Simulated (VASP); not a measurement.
Input of a VASP 6.6.1 run:

INCAR

```
  PREC = Accurate
  ENCUT = 600
  EDIFF = 1E-6
  ISMEAR = 0
  SIGMA = 0.1
  LREAL = F
  LASPH = T
  NELM = 80
  ALGO = Normal
  ISIF = 3
  LWAVE = F
  LCHARG = F
  GGA = PE
  IBRION = 2
  NSW = 70
  EDIFFG = -0.008
  PSTRESS = 10.0
```

The input KPOINTS:

```
Automatic mesh
0
Gamma
  14 14 14
```

Contents of POSCAR:

```
Si2Ni
1.0
    0.0000000000      2.7146067563      2.7146067563
    2.7146067563      0.0000000000      2.7146067563
    2.7146067563      2.7146067563      0.0000000000
Si Ni
2 1
Direct
    0.2500000000      0.2500000000      0.2500000000
    0.7500000000      0.7500000000      0.7500000000
    0.0000000000      0.0000000000      0.0000000000
```

Potentials or basis: VASP PAW PBE potentials, release 64 (Si, Ni).

The run is started by

```sh
$ cat potpaw_PBE.64/Si/POTCAR potpaw_PBE.64/Ni/POTCAR > POTCAR
$ mpirun -np 1 vasp_std > vasp.out
```

Q: What does it give for the relaxed cell?

A: a = 3.843 Å, b = 3.843 Å, c = 3.843 Å, α = 60.00°, β = 60.00°, γ = 60.00°.

Q: Estimate the space group after relaxing (to 0.1 Å).

A: Fm-3m (No. 225).

Q: What does it give for the band gap on the k mesh?

A: Zero (bands 9 and 10 overlap by 2.13 eV).

Q: Predict the relaxed volume.

A: 13.37 Å³/atom.

Final structure:
```
Si Ni
1.0
     0.00000    2.71713    2.71713
     2.71713    0.00000    2.71713
     2.71713    2.71713    0.00000
Si Ni
2 1
Direct
  0.25000 0.25000 0.25000
  0.75000 0.75000 0.75000
  0.00000 0.00000 0.00000
```

Caveat: the cell is relaxed towards a set pressure, so the run minimises the enthalpy, not the energy. Spin polarisation is off, so any magnetic state and its effect on volume and gap are missing.
